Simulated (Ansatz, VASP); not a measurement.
**Fe in VASP and in Ansatz**

```xyz
1
Lattice="-1.4677 1.4158 1.4819 1.4677 -1.4158 1.4819 1.4677 1.4158 -1.4819" Properties=species:S:1:pos:R:3 pbc="T T T"
Fe    0.0000    0.0000    0.0000
```

Change from the starting cell: normal strain along x +0.0367, normal strain along z +0.0467.

Alike in both runs: task single point; functional PBE; k mesh 10 × 10 × 10; occupations gaussian, width 0.15 eV; collinear spin.

|  | VASP | Ansatz |
| --- | --- | --- |
| version | VASP 6.6.1 | Ansatz 0.2.0 |
| potentials or method | VASP PAW PBE potentials, release 64 (Fe_sv), cutoff 600 eV | scalar-relativistic, plane waves, PAW |
| valence electrons in the cell | 16 | 16 |

```tsv
	VASP	Ansatz	Ansatz less VASP
gap on the k mesh at the Fermi level (eV)	none	none	-
pressure (GPa)	-16.6	-13.2	+3.31
traceless stress, the component that is largest in VASP (GPa)	2.54	2.55	+0.007
net moment per atom (μB)	2.26	2.26	-0.002
size of the moment on the site where the two differ most (μB)	2.29	2.33	+0.043
```

Site moments also hang on the region over which each program counts them. A gap of «none» marks a metal or a gap that the smearing closes. With one functional, cell and mesh, what is left measures potentials, basis and numerics.
